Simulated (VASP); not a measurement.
CuO:

```
Cu O
1.0
     3.17953    0.00000    0.00000
    -1.58977    2.75356    0.00000
     0.00000    0.00000    4.43149
Cu O
2 2
Direct
  0.00000 0.00000 0.00000
  0.00000 0.00000 0.50000
  0.33333 0.66667 0.25000
  0.66667 0.33333 0.75000
```

Base run:

```yaml
Program: VASP 6.6.1
Functional: LDA
Potentials_or_basis: VASP PAW LDA potentials, release 64 (Cu_sv_GW, O)
Cutoff: 700 eV
k_mesh: 10 × 10 × 6
Occupations: fermi-dirac, width 0.05 eV
Spin: no spin polarisation
Hubbard_terms: Cu d U = 3.0 eV
```

Its results: band gap on the k mesh zero (bands 25 and 26 overlap by 1.14 eV); pressure -13.7 GPa.

Task: The run is repeated on the same cell with these changes: hubbard terms from Cu d U = 3.0 eV to Cu d U = 6.0 eV. What comes out?

Result: Band gap on the k mesh zero (bands 25 and 26 overlap by 1.14 eV); pressure -14.4 GPa.

Caveats: the cell stands under tension; U without spin polarisation on a metal has little footing.
